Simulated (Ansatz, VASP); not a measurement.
**NaCl: VASP beside Ansatz**

```
Cl Na
1.0
     3.50219    0.00000    0.00000
     0.00000    3.50219    0.00000
     0.00000    0.00000    3.50219
Cl Na
1 1
Direct
  0.50000 0.50000 0.50000
  0.00000 0.00000 0.00000
```

Alike in both runs: task relaxation of cell and atoms; functional BLYP; dispersion D4; k mesh 8 × 8 × 8; occupations fermi-dirac, width 0.05 eV; no spin polarisation.

```csv
,VASP,Ansatz
version,VASP 6.6.1,Ansatz 0.2.0
potentials or method,"VASP PAW PBE potentials, release 64 (Cl, Na_pv), cutoff 600 eV","all-electron LAPW, scalar-relativistic"
```

VASP gave:

```
relaxed volume (Å³/atom)                                     : 21.34
relaxed cell length with the largest relative difference (Å) : 3.495
```

Problem. Which values does Ansatz return?

Solution. Relaxed volume (Å³/atom): 21.26; relaxed cell length with the largest relative difference (Å): 3.490.

VASP's potentials were made for PBE, not for BLYP. Ansatz ran all-electron here, and VASP with PAW potentials.
